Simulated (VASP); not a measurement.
Set up this calculation in VASP 6.6.1, as the native input.

- Task: single point
- Functional: PBE
- Dispersion: D3(BJ)
- Potentials or basis: VASP PAW PBE potentials, release 64 (Pb_d, Se)
- Cutoff: 520 eV
- k mesh: 10 × 10 × 10
- Occupations: gaussian, width 0.03 eV
- Spin: no spin polarisation
- Dipole correction: no
- Further INCAR settings: ALGO = Normal; EDIFF = 1e-07; NBANDS = 17

The structure of PbSe lies in POSCAR:

```
PbSe
1.0
    0.0000000000      2.9598233109      3.0563135508
    2.9598233109      0.0000000000      3.0563135508
    2.9598233109      2.9598233109      0.0000000000
Pb Se
1 1
Direct
    0.0000000000      0.0000000000      0.0000000000
    0.5000000000      0.5000000000      0.5000000000
```

One way to write it, as run:

INCAR

```
SYSTEM = PbSe
PREC = Accurate
ENCUT = 520
EDIFF = 1E-7
ISMEAR = 0
SIGMA = 0.03
LREAL = .FALSE.
LASPH = .TRUE.
NELM = 100
ALGO = Normal
ISIF = 2
LWAVE = .FALSE.
LCHARG = .FALSE.
GGA = PE
IVDW = 12
NBANDS = 17
```

KPOINTS

```
regular mesh
0
G
  10 10 10
  0 0 0
```

Potentials or basis: VASP PAW PBE potentials, release 64 (Pb_d, Se).

Launch:

```sh
$ cat potpaw_PBE.64/Pb_d/POTCAR potpaw_PBE.64/Se/POTCAR > POTCAR
$ mpirun -np 1 vasp_std > vasp.out
```

Results of the run:

```
Pressure                   : 4.7 GPa
Dispersion energy per atom : -0.395 eV
```

Caveat: the cell stands under pressure.

It took 86 s on 1 thread of Intel(R) Xeon(R) Platinum 8259CL CPU @ 2.50GHz (Skylake/Cascade Lake), with other jobs on the host, peak memory 0.24 GiB.
